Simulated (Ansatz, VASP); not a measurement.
## Na2Nb in VASP and in Ansatz

Contents of INCAR:

```
  ALGO = Normal
  EDIFF = 1E-6
  ENCUT = 520
  GGA = PE
  ISIF = 2
  ISMEAR = 0
  LASPH = T
  LCHARG = F
  LREAL = F
  LWAVE = F
  NBANDS = 36
  NELM = 100
  PREC = Accurate
  SIGMA = 0.1
```

Contents of KPOINTS:

```
k-points
0
Gamma
  4 4 4
```

The input POSCAR:

```
Na2Nb
1.0
   -3.2675507952      3.2675507952      2.7199130631
    3.2675507952     -3.2675507952      2.7199130631
    3.2675507952      3.2675507952     -2.7199130631
Na Nb
4 2
Direct
    0.6670000000      0.1670000000      0.8340000000
    0.1670000000      0.3330000000      0.5000000000
    0.3330000000      0.8330000000      0.1660000000
    0.8330000000      0.6670000000      0.5000000000
    0.2500000000      0.2500000000      0.0000000000
    0.7500000000      0.7500000000      0.0000000000
```

Input for Ansatz:

```yaml
crystal:
  lattice:
    - [-3.2675507952, 3.2675507952, 2.7199130631]
    - [3.2675507952, -3.2675507952, 2.7199130631]
    - [3.2675507952, 3.2675507952, -2.7199130631]
  atoms:
    - { symbol: Na, position: [0.667, 0.167, 0.834] }
    - { symbol: Na, position: [0.167, 0.333, 0.5] }
    - { symbol: Na, position: [0.333, 0.833, 0.166] }
    - { symbol: Na, position: [0.833, 0.667, 0.5] }
    - { symbol: Nb, position: [0.25, 0.25, 0.0] }
    - { symbol: Nb, position: [0.75, 0.75, 0.0] }
basis:
  ecutwfc: 420
kpoints:
  mp_grid: { grid: [4, 4, 4] }
hamiltonian:
  xc: pbe
scf:
  occupations: { method: gaussian, width: 0.1 }
  lower_state_search: "off"
output:
  forces: true
  stress: true
  eigenvalues: true
```

Alike in both runs: task single point; functional PBE; k mesh 4 × 4 × 4; occupations gaussian, width 0.1 eV; no spin polarisation.

|  | VASP | Ansatz |
| --- | --- | --- |
| version | VASP 6.6.1 | Ansatz 0.2.0 |
| potentials or method | VASP PAW PBE potentials, release 64 (Na_pv, Nb_sv), cutoff 520 eV | scalar-relativistic, plane waves, PAW |
| valence electrons in the cell | 54 | 62 |

```csv
,VASP,Ansatz,Ansatz less VASP
gap on the k mesh at the Fermi level (eV),none,none,-
pressure (GPa),16.7,16.6,-0.10
"traceless stress, the component that is largest in VASP (GPa)",-10.64,-10.64,-0.005
rms of the force components (eV/Å),0.546,0.544,-0.0018
```

Atom by atom the forces differ by 0.002 eV/Å (rms over components). A gap of «none» marks a metal or a gap that the smearing closes. VASP's potentials hold 54 valence electrons a cell and Ansatz's 62, so a difference there can come from the potentials and not from the codes.

The k mesh is coarse, so the values compare programs but aren't converged.
